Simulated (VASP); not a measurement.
**Be16P: relaxation of the atoms with PBE**

System: Be16P, a slab with vacuum.

```
Be P
1.0
     4.58000    0.00000    0.00000
     2.29000    3.96640    0.00000
     0.00000    0.00000   17.38265
Be P
16 1
Direct
  0.83333 0.33333 0.05753
  0.33333 0.33333 0.05753
  0.83333 0.83333 0.05753
  0.33333 0.83333 0.05753
  0.00000 0.00000 0.16075
  0.50000 0.00000 0.16075
  0.00000 0.50000 0.16075
  0.50000 0.50000 0.16075
  0.83333 0.33333 0.26397
  0.33333 0.33333 0.26397
  0.83333 0.83333 0.26397
  0.33333 0.83333 0.26397
  0.00000 0.00000 0.36718
  0.50000 0.00000 0.36718
  0.00000 0.50000 0.36718
  0.50000 0.50000 0.36718
  0.00281 0.48156 0.48569
```

```
Program                   : VASP 6.6.1
Task                      : relaxation of the atoms
Functional                : PBE
Potentials or basis       : VASP PAW PBE potentials, release 64 (Be, P)
Cutoff                    : 520 eV
k mesh                    : 3 × 3 × 1
Occupations               : fermi-dirac, width 0.15 eV
Spin                      : no spin polarisation
Dipole correction         : no
Atoms held fixed (from 0) : [0, 1, 2, 3]
Further INCAR settings    : LREAL = Auto; ALGO = Normal; EDIFF = 1e-06; IBRION = 2; EDIFFG = -0.08; NSW = 45
```

| Property | Result |
| --- | --- |
| Energy gained by relaxing | 86.7 meV/atom |
| Ionic steps | 38 |
| Band gap on the k mesh | zero (an odd number of electrons rules out a gap without spin polarisation) |

Step by step:
```csv
step,energy change (eV),largest force on free atoms (eV/Å),pressure (GPa)
1,0.0000,1.5998,-3.25
2,-0.1687,0.9333,-3.11
3,-0.2484,2.1120,-2.79
4,-0.3519,1.8263,-2.85
5,-0.5673,0.7802,-2.92
6,-0.2873,2.6156,-2.25
7,-0.6024,0.6232,-2.88
8,-0.6049,0.6661,-2.85
9,-0.6892,0.6791,-2.93
10,-0.7594,1.0040,-2.94
11,-0.8320,1.0021,-2.81
12,-0.8440,1.2860,-2.69
13,-0.9055,1.0309,-2.71
14,-0.9929,0.8252,-2.71
15,-1.0665,0.6067,-2.79
16,-1.1633,0.8789,-2.95
17,-1.2358,0.4326,-2.81
18,-1.2757,0.5853,-2.54
19,-1.3477,0.3228,-2.54
20,-1.3742,0.3253,-2.52
21,-1.4004,0.2082,-2.51
22,-1.4102,0.1636,-2.48
23,-1.4194,0.1823,-2.43
24,-1.4220,0.2892,-2.38
25,-1.4280,0.1844,-2.42
26,-1.4314,0.2029,-2.47
27,-1.4373,0.1647,-2.45
28,-1.4448,0.1098,-2.38
29,-1.4502,0.0893,-2.36
30,-1.4522,0.1089,-2.34
31,-1.4576,0.0971,-2.33
32,-1.4597,0.1418,-2.31
33,-1.4641,0.0806,-2.28
34,-1.4679,0.1056,-2.22
35,-1.4682,0.1299,-2.19
36,-1.4713,0.1294,-2.24
37,-1.4713,0.1059,-2.24
38,-1.4737,0.0480,-2.20
```

Final structure:
```yaml
crystal:
  lattice:
    - [4.58000, 0.00000, 0.00000]
    - [2.29000, 3.96640, 0.00000]
    - [0.00000, 0.00000, 17.38265]
  atoms:
    - { symbol: Be, position: [0.83333, 0.33333, 0.05753] }
    - { symbol: Be, position: [0.33333, 0.33333, 0.05753] }
    - { symbol: Be, position: [0.83333, 0.83333, 0.05753] }
    - { symbol: Be, position: [0.33333, 0.83333, 0.05753] }
    - { symbol: Be, position: [0.00357, 0.99447, 0.16301] }
    - { symbol: Be, position: [0.50242, 0.99686, 0.16482] }
    - { symbol: Be, position: [0.00448, 0.49605, 0.16288] }
    - { symbol: Be, position: [0.50314, 0.49578, 0.16338] }
    - { symbol: Be, position: [0.83992, 0.32782, 0.26077] }
    - { symbol: Be, position: [0.34220, 0.32342, 0.26638] }
    - { symbol: Be, position: [0.83090, 0.83192, 0.26597] }
    - { symbol: Be, position: [0.34151, 0.83040, 0.26632] }
    - { symbol: Be, position: [0.00469, 0.99173, 0.36598] }
    - { symbol: Be, position: [0.49377, 0.00227, 0.37408] }
    - { symbol: Be, position: [0.00476, 0.50274, 0.36619] }
    - { symbol: Be, position: [0.50901, 0.49518, 0.36886] }
    - { symbol: P, position: [0.86708, 0.31663, 0.46106] }
```

Levels at points of the mesh, in eV from the Fermi level:
```tsv
k point	band 16	band 17	band 18	band 19	band 20	band 21
(0.00, 0.00, 0.00)	-1.94	-1.88	-1.77	-1.09	-0.75	1.82
```

Wall time 26 min on 1 thread of Intel(R) Xeon(R) Platinum 8488C (Sapphire Rapids), on a shared host, peak memory 0.47 GiB.

Caveat: the k points lie up to 0.53 Å⁻¹ apart, too coarse for converged energies and pressures of a metal.
